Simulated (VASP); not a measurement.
Set up this calculation in VASP 6.6.1, as the native input.

```
Task                   : single point
Functional             : PBE
Potentials or basis    : VASP PAW PBE potentials, release 64 (Si, O)
Cutoff                 : 520 eV
k mesh                 : 6 × 6 × 6
Occupations            : gaussian, width 0.02 eV
Spin                   : no spin polarisation
Dipole correction      : no
Further INCAR settings : ALGO = Normal; EDIFF = 1e-06; NBANDS = 44
```

The structure of SiO2 lies in POSCAR:

```
SiO2
1.0
    0.0000000000      4.5829628057      7.2801562738
    2.2948785879      0.0000000000      7.2801562738
    2.2948785879      4.5829628057      0.0000000000
Si O
4 8
Direct
    0.5616433990      0.5616433990      0.9383566010
    0.3116433990      0.3116433990      0.6883566010
    0.6883566010      0.6883566010      0.3116433990
    0.9383566010      0.9383566010      0.5616433990
    0.6250000000      0.1250000000      0.6250000000
    0.6250000000      0.6250000000      0.1250000000
    0.6250000000      0.6250000000      0.6250000000
    0.1250000000      0.6250000000      0.6250000000
    0.1746752084      0.8253247916      0.1746752084
    0.8253247916      0.1746752084      0.8253247916
    0.4246752084      0.0753247916      0.4246752084
    0.0753247916      0.4246752084      0.0753247916
```

These files were run (other wordings do the same):

INCAR

```
ALGO = Normal
EDIFF = 1E-6
ENCUT = 520
GGA = PE
ISIF = 2
ISMEAR = 0
LASPH = True
LCHARG = True
LELF = True
LREAL = False
LVHAR = True
LWAVE = False
NBANDS = 44
NELM = 100
PREC = Accurate
SIGMA = 0.02
```

KPOINTS

```
k-points
0
Gamma
  6 6 6
```

Potentials or basis: VASP PAW PBE potentials, release 64 (Si, O).

Launch:

```bash
$ cat potpaw_PBE.64/Si/POTCAR potpaw_PBE.64/O/POTCAR > POTCAR
$ mpirun -np 1 vasp_std > vasp.out
```

It gave:

```json
{
 "Pressure": "12.8 GPa",
 "Largest force": "0.047 eV/Å",
 "Band gap on the k mesh": "5.94 eV"
}
```

Caveat: the cell stands under pressure.

Wall time 9.5 min on 1 thread of AMD EPYC 9755 128-Core Processor (shared host), peak memory 0.46 GiB.
